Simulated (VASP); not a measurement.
# KF (R-3m) in VASP: a series of runs, part 2 of 2

VASP 6.6.1. Earlier steps stand in the parts before.

**5. Single point, LDA**

This run uses another cell than the first one, of 16.11 Å³/atom, 0.893 times its volume.

Contents of INCAR:

```
SYSTEM = KF
  PREC = Accurate
  ENCUT = 520
  EDIFF = 1E-6
  ISMEAR = 0
  SIGMA = 0.05
  LREAL = .False.
  LASPH = .True.
  NELM = 60
  ALGO = Normal
  ISIF = 2
  LWAVE = .False.
  LCHARG = .True.
  LELF = .True.
  LVHAR = .True.
  NBANDS = 15
```

Contents of KPOINTS:

```
regular mesh
0
Gamma
  8 8 8
  0 0 0
```

Contents of POSCAR:

```
KF
1.0
   -0.1068119184      2.4731861111      2.4731861111
    2.4731861111     -0.1068119184      2.4731861111
    2.4731861111      2.4731861111     -0.1068119184
K F
1 1
Direct
    0.0000000000      0.0000000000      0.0000000000
    0.5000000000      0.5000000000      0.5000000000
```

Potentials or basis: VASP PAW LDA potentials, release 64 (K_sv, F).

On the command line:

```bash
cat potpaw_LDA.64/K_sv/POTCAR potpaw_LDA.64/F/POTCAR > POTCAR
mpirun -np 1 vasp_std > vasp.out
```

OUTCAR:

```text
SYSTEM = KF
   PREC = Accurate
   ENCUT = 520
   EDIFF = 1E-6
   ISMEAR = 0
   LREAL = .False.
   LASPH = .True.
   NELM = 60
   ISIF = 2

 ion  position               nearest neighbor table
   1  0.000  0.000  0.000-   2 2.53   2 2.53   2 2.53   2 2.53   2 2.53   2 2.53
   2  0.500  0.500  0.500-   1 2.53   1 2.53   1 2.53   1 2.53   1 2.53   1 2.53

  LATTYP: Found a trigonal (rhomboedric) cell.
 ALAT       =     3.4992438992
 COS(alpha) =     0.4563863912

  Lattice vectors:

 A1 = (  -0.1068119184,   2.4731861111,   2.4731861111)
 A2 = (   2.4731861111,  -0.1068119184,   2.4731861111)
 A3 = (   2.4731861111,   2.4731861111,  -0.1068119184)

Analysis of symmetry for initial positions (statically):
=====================================================================
 Subroutine PRICEL returns:
 Original cell was already a primitive cell.

 Routine SETGRP: Setting up the symmetry group for a
 trigonal (rhombohedral) supercell.

 Subroutine GETGRP returns: Found 12 space group operations
 (whereof 12 operations were pure point group operations)
 out of a pool of 12 trial point group operations.

The static configuration has the point symmetry D_3d.

Analysis of symmetry for dynamics (positions and initial velocities):
[... 176 lines left out ...]
      8      -2.6519      2.00000
      9       4.0421      0.00000
     10       7.9508      0.00000
     11       7.9508      0.00000
     12       8.7950      0.00000
     13      10.2547      0.00000
     14      10.2547      0.00000
[... 401 lines left out ...]
      2     -21.1440      2.00000
      3     -11.5424      2.00000
      4     -11.4142      2.00000
      5     -11.2554      2.00000
      6      -3.4740      2.00000
      7      -3.1716      2.00000
      8      -2.7865      2.00000
      9       6.3944      0.00000
     10       7.4026      0.00000
     11       9.1441      0.00000
     12       9.9936      0.00000
     13      11.2714      0.00000
     14      11.6759      0.00000
     15      17.2454      0.00000

 [... further k-points ...]

------------------------ aborting loop because EDIFF is reached ----------------------------------------

  FORCE on cell =-STRESS in cart. coord.  units (eV):
  Direction    XX          YY          ZZ          XY          YZ          ZX
  --------------------------------------------------------------------------------------
  -------------------------------------------------------------------------------------
  Total        0.7244697      0.7244697      0.7244697      0.0774697      0.0774697      0.0774697
  in kB       36.0318139     36.0318139     36.0318139      3.8529882      3.8529882      3.8529882
  external PRESSURE =      36.0318139 kB  Pullay stress =       0.0000000 kB

 VOLUME and BASIS-vectors are now :
 -----------------------------------------------------------------------------
  energy-cutoff  :      520.00
  volume of cell :       32.21
      direct lattice vectors                 reciprocal lattice vectors
    -0.106811918  2.473186111  2.473186111    -0.189521350  0.198075846  0.198075846
     2.473186111 -0.106811918  2.473186111     0.198075846 -0.189521350  0.198075846
     2.473186111  2.473186111 -0.106811918     0.198075846  0.198075846 -0.189521350

 POSITION                                       TOTAL-FORCE (eV/Angst)
 -----------------------------------------------------------------------------------
      0.00000      0.00000      0.00000        -0.000000      0.000000     -0.000000
      2.41978      2.41978      2.41978         0.000000     -0.000000      0.000000
 -----------------------------------------------------------------------------------
    total drift:                                0.000000      0.000000      0.000000

  FREE ENERGIE OF THE ION-ELECTRON SYSTEM (eV)
  ---------------------------------------------------
  free  energy   TOTEN  =        -9.0378080452 eV

  energy  without entropy=       -9.0378080452  energy(sigma->0) =       -9.03780805
```

Run time: 12 s. Hardware: 1 thread of Intel Xeon 6975P-C (Granite Rapids), shared host; peak memory 0.15 GiB.

Results:

```yaml
Free_energy: -9.0378 eV
Pressure: 3.6 GPa
Band_gap_on_the_k_mesh: 6.69 eV, direct
```

A k mesh can miss the band edges. As with any semilocal functional, this LDA gap is likely too small.

**6. Single point, LDA**

This run uses another cell than the first one, of 16.66 Å³/atom, 0.924 times its volume.

Contents of INCAR:

```
SYSTEM = KF
PREC = Accurate ; ENCUT = 520
EDIFF = 1E-6 ; ISMEAR = 0
SIGMA = 0.05 ; LREAL = .FALSE.
LASPH = .TRUE. ; NELM = 80
ALGO = Normal ; ISIF = 2
LWAVE = .FALSE. ; LCHARG = .FALSE.
NBANDS = 15
```

Contents of KPOINTS:

```
regular mesh
0
G
  8 8 8
  0 0 0
```

Contents of POSCAR:

```
KF
1.0
    0.1384154301      2.6249201619      2.6249201619
    2.6249201619      0.1384154301      2.6249201619
    2.6249201619      2.6249201619      0.1384154301
K F
1 1
Direct
    0.0000000000      0.0000000000      0.0000000000
    0.5000000000      0.5000000000      0.5000000000
```

Potentials or basis: VASP PAW LDA potentials, release 64 (K_sv, F).

On the command line:

```bash
cat potpaw_LDA.64/K_sv/POTCAR potpaw_LDA.64/F/POTCAR > POTCAR
mpirun -np 1 vasp_std > vasp.out
```

Run time: 12 s. Hardware: 1 thread of Intel Xeon 6975P-C (Granite Rapids), shared host; peak memory 0.16 GiB.

It converged, with:

| Property | Result |
| --- | --- |
| Free energy | -9.0509 eV |
| Pressure | 1.6 GPa |
| Band gap on the k mesh | 6.48 eV, direct |

Stress tensor (GPa, compression positive):
```
 1.61 -0.80 -0.80
-0.80  1.61 -0.80
-0.80 -0.80  1.61
```

Levels at points of the mesh, in eV from the valence-band top:
```tsv
k point	band 6	band 7	band 8	band 9	band 10	band 11
(0.00, 0.00, 0.00)	-0.08	0.00	0.00	6.48	10.23	11.08
(0.50, 0.00, 0.00)	-1.07	-0.65	-0.48	9.31	11.30	12.21
(0.50, 0.50, 0.00)	-0.17	-0.06	-0.02	7.90	10.79	12.48
(0.50, 0.50, 0.50)	-1.04	-0.41	-0.41	9.07	10.98	12.41
```

A k mesh can miss the band edges.

**7. The runs side by side**

```tsv
cell	gap on the mesh (eV)	pressure (GPa)
a = 3.792 Å, angles 57.2°, 2 atoms	6.04	-1.8
a = 3.634 Å, angles 62.8°, 2 atoms	6.03	-1.8
a = 3.652 Å, angles 57.2°, 2 atoms	6.70	3.6
a = 3.499 Å, angles 62.8°, 2 atoms	6.69	3.6
a = 3.715 Å, angles 56.5°, 2 atoms	6.48	1.6
```

Alike in all rows: task single point; level LDA; potentials or basis VASP PAW LDA potentials, release 64 (K_sv, F); no spin polarisation; k mesh 8 × 8 × 8; cutoff (eV) 520; smearing gaussian 0.05 eV.

Absolute energies hang on the potentials; compare differences alone.
